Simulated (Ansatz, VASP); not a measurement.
## As in VASP and in Ansatz

```
CELL_PARAMETERS angstrom
3.57937 0.00000 0.00000
-1.78968 3.09982 0.00000
0.00000 0.00000 35.37257
ATOMIC_POSITIONS crystal
As 0.66667 0.33333 0.22942
As 0.33333 0.66667 0.19000
As 0.66667 0.33333 0.33599
As 0.00000 0.00000 0.37541
```

Alike in both runs: functional PBE; dispersion D3(BJ); k mesh 6 × 6 × 1; occupations gaussian, width 0.1 eV; no spin polarisation.

Ansatz relaxed the structure, and its values are those at the end. VASP's run is a single point on that final structure, the one shown.

```csv
,VASP,Ansatz
version,VASP 6.6.1,Ansatz 0.2.0
potentials or method,"VASP PAW PBE potentials, release 64 (As_d), cutoff 520 eV","scalar-relativistic, plane waves, PAW"
valence electrons in the cell,60,60
```

|  | VASP | Ansatz | Ansatz less VASP |
| --- | --- | --- | --- |
| gap on the k mesh at the Fermi level (eV) | 1.26 | 1.27 | +0.011 |
| least direct gap on the mesh (eV) | 1.88 | 1.89 | +0.010 |
| rms of the force components (eV/Å) | 0.009 | 0.006 | -0.0032 |

Ansatz's warnings: slab cell height set.
